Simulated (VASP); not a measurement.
AlNi (rocksalt type), 2 atoms in the cell. It takes space group Fm-3m (No. 225, cubic). Conventional cell: a = 4.749 Å, b = 4.749 Å, c = 4.749 Å, α = 90.00°, β = 90.00°, γ = 90.00°. Within 3.1 Å of Ni (site symmetry m-3m) lie 6 Al at 2.37 Å. Within 3.1 Å of Al (site symmetry m-3m) lie 6 Ni at 2.37 Å. 

```yaml
Program: VASP 6.6.1
Task: density of states
Functional: LDA
Potentials_or_basis: VASP PAW LDA potentials, release 64 (Ni, Al)
Cutoff: 520 eV
k_mesh: 15 × 15 × 15
Occupations: fermi-dirac, width 0.1 eV
Spin: no spin polarisation
Dipole_correction: no
k_mesh_for_the_DOS: 23 × 23 × 23
Occupations_for_the_DOS: tetrahedron
Further_INCAR_settings: ALGO = Normal; EDIFF = 1e-06
```

Potentials or basis: VASP PAW LDA potentials, release 64 (Ni, Al).

The run is started by

```bash
$ cat potpaw_LDA.64/Ni/POTCAR potpaw_LDA.64/Al/POTCAR > POTCAR
$ cp INCAR.step1 INCAR
$ cp KPOINTS.step1 KPOINTS
$ mpirun -np 1 vasp_std > vasp.out
$ cp INCAR.step2 INCAR
$ cp KPOINTS.step2 KPOINTS
$ mpirun -np 1 vasp_std > vasp.out
```

Hardware: 1 thread of Intel(R) Xeon(R) 6975P-C (Granite Rapids) (shared host).

How long does it take, and how much memory?

It took 47 s on 1 thread of Intel(R) Xeon(R) 6975P-C (Granite Rapids), with other jobs on the host, peak memory 0.23 GiB. Counts: k points 364.
